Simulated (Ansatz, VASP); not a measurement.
# One calculation of C, two programs

```xyz
2
Lattice="0.0000 2.0905 3.3285 1.2076 0.0000 3.3285 1.2076 2.0905 0.0000" Properties=species:S:1:pos:R:3 pbc="T T T"
C     1.2076    0.6235    3.3285
C     1.2076    3.5576    3.3285
```

Alike in both runs: task single point; functional PBE; dispersion D3(BJ); k mesh 16 × 16 × 16; occupations gaussian, width 0.03 eV; no spin polarisation.

|  | VASP | Ansatz |
| --- | --- | --- |
| version | VASP 6.6.1 | Ansatz 0.2.0 |
| potentials or method | VASP PAW PBE potentials, release 64 (C), cutoff 520 eV | scalar-relativistic, plane waves, PAW |
| valence electrons in the cell | 8 | 8 |

|  | VASP | Ansatz | Ansatz less VASP |
| --- | --- | --- | --- |
| gap on the k mesh at the Fermi level (eV) | none | none | - |
| rms of the force components (eV/Å) | 6.360 | 6.337 | -0.0228 |

Atom by atom the forces differ by 0.023 eV/Å (rms over components). A gap of «none» marks a metal or a gap that the smearing closes.
